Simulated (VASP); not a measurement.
**Ti: single point with r2SCAN**

Crystal: Ti.

```
CELL_PARAMETERS angstrom
0.00000 2.04344 2.04344
2.04344 0.00000 2.04344
2.04344 2.04344 0.00000
ATOMIC_POSITIONS crystal
Ti 0.00000 0.00000 0.00000
```

This isn't the form of Ti at room conditions, which is hcp.

```json
{"Program": "VASP 6.6.1", "Task": "single point", "Functional": "r2SCAN", "Potentials or basis": "VASP PAW PBE potentials, release 64 (Ti_sv)", "Cutoff": "520 eV", "k mesh": "11 × 11 × 11", "Occupations": "fermi-dirac, width 0.05 eV", "Spin": "no spin polarisation"}
```

```json
{
 "Pressure": "2.3 GPa",
 "Band gap on the k mesh": "zero (bands 6 and 7 overlap by 1.30 eV)"
}
```

Levels at points of the mesh, in eV from the Fermi level:
| k point | band 3 | band 4 | band 5 | band 6 | band 7 | band 8 | band 9 | band 10 |
| --- | --- | --- | --- | --- | --- | --- | --- | --- |
| (0.00, 0.00, 0.00) | -33.78 | -33.78 | -6.50 | 1.03 | 1.03 | 1.03 | 2.87 | 2.87 |

Run time: 41 s on 1 thread of AMD EPYC 9R45 (Zen 5) (shared host), peak memory 0.11 GiB.

Caveat: the PAW data sets were made with another functional, which shifts forces and pressure a little.
